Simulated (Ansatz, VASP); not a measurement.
## La in VASP and in Ansatz

```
La
1.0
     5.95745    0.00000    0.00000
    -2.97873    5.15931    0.00000
     0.00000    0.00000    3.65192
La
3
Direct
  0.00000 0.00000 0.00000
  0.33333 0.66667 0.50000
  0.66667 0.33333 0.50000
```

Alike in both runs: task relaxation of cell and atoms; functional LDA; k mesh 6 × 6 × 9; occupations fermi-dirac, width 0.1 eV; no spin polarisation.

|  | VASP | Ansatz |
| --- | --- | --- |
| version | VASP 6.6.1 | Ansatz 0.2.0 |
| potentials or method | VASP PAW LDA potentials, release 64 (La), cutoff 600 eV | plane waves (420 eV) with PAW, scalar-relativistic |
| valence electrons in the cell | 33 | 33 |

|  | VASP | Ansatz | Ansatz less VASP |
| --- | --- | --- | --- |
| relaxed volume (Å³/atom) | 32.39 | 32.51 | +0.117 |
| relaxed cell length with the largest relative difference (Å) | 3.425 | 3.432 | +0.0072 |

Ansatz warns that its potentials were made for another functional, while VASP's fit it. LDA's correlation is that of Perdew and Zunger in VASP and of Perdew and Wang (1992) in Ansatz.

Spin-orbit coupling is off throughout.
